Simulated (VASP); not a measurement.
# Li32S17 (a cell with a defect): relaxation of the atoms with PBEsol

Li32S17 (a cell with a defect):

```xyz
49
Lattice="5.6549 5.6549 5.6549 -5.6549 5.6549 -5.6549 -5.6549 -5.6549 5.6549" Properties=species:S:1:pos:R:3 pbc="T T T"
Li    4.2412    4.2412    4.2412
Li   -1.4137    7.0686    1.4137
Li   -4.2412    4.2412   -4.2412
Li   -1.4137    4.2412    4.2412
Li   -4.2412    1.4137   -1.4137
Li   -1.4137    4.2412   -1.4137
Li   -1.4137    1.4137    7.0686
Li   -4.2412   -1.4137    1.4137
Li   -1.4137    1.4137    1.4137
Li    1.4137    4.2412    1.4137
Li   -4.2412   -4.2412    4.2412
Li   -1.4137   -1.4137    4.2412
Li    1.4137    1.4137    4.2412
Li   -7.0686    1.4137    1.4137
Li   -4.2412    4.2412    1.4137
Li   -4.2412    1.4137    4.2412
Li    1.4137    1.4137    1.4137
Li   -4.2412    4.2412   -1.4137
Li   -1.4137    7.0686   -1.4137
Li   -4.2412    1.4137    1.4137
Li   -1.4137    4.2412    1.4137
Li    1.4137    7.0686    1.4137
Li   -4.2412   -1.4137    4.2412
Li   -1.4137    1.4137    4.2412
Li    1.4137    4.2412    4.2412
Li   -1.4137    1.4137   -1.4137
Li   -1.4137   -1.4137    7.0686
Li    1.4137    1.4137    7.0686
Li   -1.4137   -1.4137    1.4137
Li   -4.2412    4.2412    4.2412
Li   -7.0686    1.4137   -1.4137
Li   -7.0686   -1.4137    1.4137
S     0.0000    2.8274    2.8274
S     0.0000    0.0000    5.6549
S     2.8274    2.8274    5.6549
S    -5.6549    2.8274    2.8274
S    -2.8274    5.6549    2.8274
S    -5.6549    2.8274   -2.8274
S     0.0000    5.6549    0.0000
S    -2.8274    2.8274    5.6549
S    -5.6549    0.0000    0.0000
S    -2.8274    2.8274    0.0000
S     2.8274    5.6549    2.8274
S    -5.6549   -2.8274    2.8274
S    -2.8274    0.0000    2.8274
S     0.0000    0.0000    0.0000
S    -2.8274   -2.8274    5.6549
S    -2.8274    5.6549   -2.8274
S     2.8274    2.8274    2.8274
```

This cell differs from its parent crystal: with an interstitial atom.

```
Program                : VASP 6.6.1
Task                   : relaxation of the atoms
Functional             : PBEsol
Potentials or basis    : VASP PAW PBE potentials, release 64 (Li_sv, S)
Cutoff                 : 650 eV
k mesh                 : 2 × 2 × 2, shifted
Occupations            : gaussian, width 0.01 eV
Spin                   : no spin polarisation
Dipole correction      : no
Further INCAR settings : LREAL = Auto; ALGO = Normal; EDIFF = 1e-07; IBRION = 2; EDIFFG = -0.025; NSW = 65
```

```
Energy gained by relaxing    : 11.6 meV/atom
Ionic steps                  : 9
Pressure after relaxing      : 1.4 GPa
Largest force after relaxing : 0.004 eV/Å
Band gap on the k mesh       : zero (bands 99 and 100 overlap by 0.04 eV)
```

Forces on the atoms (eV/Å):
```
Li   0.002  0.002  0.002
Li  -0.002  0.002  0.001
Li   0.002 -0.001  0.002
Li  -0.001 -0.002 -0.002
Li   0.002  0.001 -0.002
Li  -0.002 -0.001 -0.002
Li  -0.002  0.001  0.002
Li   0.002 -0.002  0.001
Li  -0.001  0.002  0.002
Li  -0.002  0.002 -0.002
Li   0.002  0.002 -0.001
Li  -0.002 -0.002 -0.001
Li  -0.002 -0.002  0.002
Li   0.002 -0.002 -0.002
Li   0.001 -0.002  0.002
Li   0.001  0.002 -0.002
Li  -0.002 -0.002 -0.002
Li   0.002 -0.001 -0.002
Li   0.002 -0.002  0.002
Li   0.001  0.002  0.002
Li  -0.001 -0.002  0.002
Li   0.002  0.001  0.002
Li   0.002 -0.002 -0.001
Li  -0.001  0.002 -0.002
Li  -0.002  0.002  0.002
Li  -0.002  0.001 -0.002
Li   0.002  0.002 -0.002
Li   0.002  0.002  0.001
Li  -0.002 -0.002  0.001
Li   0.001 -0.002 -0.002
Li  -0.002  0.002 -0.001
Li  -0.002 -0.001  0.002
S   -0.003  0.000  0.000
S    0.000  0.000  0.000
S    0.000  0.000  0.003
S    0.003  0.000  0.000
S    0.000  0.000  0.000
S    0.000  0.000  0.000
S    0.000  0.000  0.000
S    0.000  0.000  0.000
S    0.000  0.000  0.000
S    0.000  0.000  0.000
S    0.000  0.003  0.000
S    0.000  0.000  0.000
S    0.000  0.000  0.000
S    0.000  0.000  0.000
S    0.000  0.000 -0.003
S    0.000 -0.003  0.000
S    0.000  0.000  0.000
```

Step by step:
| step | energy change (eV) | largest force (eV/Å) | pressure (GPa) |
| --- | --- | --- | --- |
| 1 | 0.0000 | 1.1236 | 1.62 |
| 2 | -0.2976 | 0.6915 | 1.51 |
| 3 | -0.4482 | 0.3397 | 1.54 |
| 4 | -0.4950 | 0.1713 | 1.49 |
| 5 | -0.4955 | 0.1664 | 1.49 |
| 6 | -0.5322 | 0.1165 | 1.49 |
| 7 | -0.5673 | 0.0327 | 1.43 |
| 8 | -0.5695 | 0.0322 | 1.43 |
| 9 | -0.5699 | 0.0035 | 1.43 |

Final structure:
```
CELL_PARAMETERS angstrom
5.65488 5.65488 5.65488
-5.65488 5.65488 -5.65488
-5.65488 -5.65488 5.65488
ATOMIC_POSITIONS crystal
Li 0.75070 0.00000 0.00000
Li 0.75209 0.74757 0.25209
Li 0.99548 0.74791 0.00000
Li 0.75243 0.50452 0.50452
Li 0.00452 0.50452 0.25243
Li 0.24791 0.49548 0.00000
Li 0.75209 0.25209 0.74757
Li 0.00452 0.25243 0.50452
Li 0.24757 0.25209 0.25209
Li 0.50000 0.25070 0.00000
Li 0.99548 0.00000 0.74791
Li 0.24791 0.00000 0.49548
Li 0.50000 0.00000 0.25070
Li 0.24930 0.74930 0.74930
Li 0.50000 0.74791 0.49548
Li 0.50000 0.49548 0.74791
Li 0.24930 0.00000 0.00000
Li 0.24791 0.74791 0.25243
Li 0.50000 0.74930 0.00000
Li 0.24757 0.49548 0.49548
Li 0.50000 0.50452 0.25209
Li 0.75209 0.50452 0.00000
Li 0.24791 0.25243 0.74791
Li 0.50000 0.25209 0.50452
Li 0.75070 0.25070 0.25070
Li 0.00452 0.25209 0.00000
Li 0.50000 0.00000 0.74930
Li 0.75209 0.00000 0.50452
Li 0.00452 0.00000 0.25209
Li 0.75243 0.74791 0.74791
Li 0.99548 0.74757 0.49548
Li 0.99548 0.49548 0.74757
S 0.50000 0.26498 0.26498
S 0.50000 0.00000 0.50000
S 0.76497 0.00000 0.26497
S 0.50000 0.73503 0.73503
S 0.75000 0.75000 0.50000
S 0.00000 0.75000 0.25000
S 0.50000 0.50000 0.00000
S 0.75000 0.50000 0.75000
S 0.00000 0.50000 0.50000
S 0.25000 0.50000 0.25000
S 0.76497 0.26497 0.00000
S 0.00000 0.25000 0.75000
S 0.25000 0.25000 0.50000
S 0.00000 0.00000 0.00000
S 0.23503 0.00000 0.73503
S 0.23503 0.73503 0.00000
S 0.50000 0.00000 0.00000
```

Levels at points of the mesh, in eV from the Fermi level:
| k point | band 97 | band 98 | band 99 | band 100 | band 101 | band 102 |
| --- | --- | --- | --- | --- | --- | --- |
| (0.25, 0.25, 0.25) | -1.15 | -0.04 | -0.04 | -0.04 | 3.90 | 3.90 |

It took 10 min on 4 MPI ranks on AMD EPYC 9R45 96-Core Processor (Zen 5), on a shared host, peak memory 0.74 GiB a rank.

Caveat: the k points lie up to 0.39 Å⁻¹ apart; the cell differs from its parent crystal (with an interstitial atom); the PAW data sets were made with another functional, which shifts forces and pressure a little.
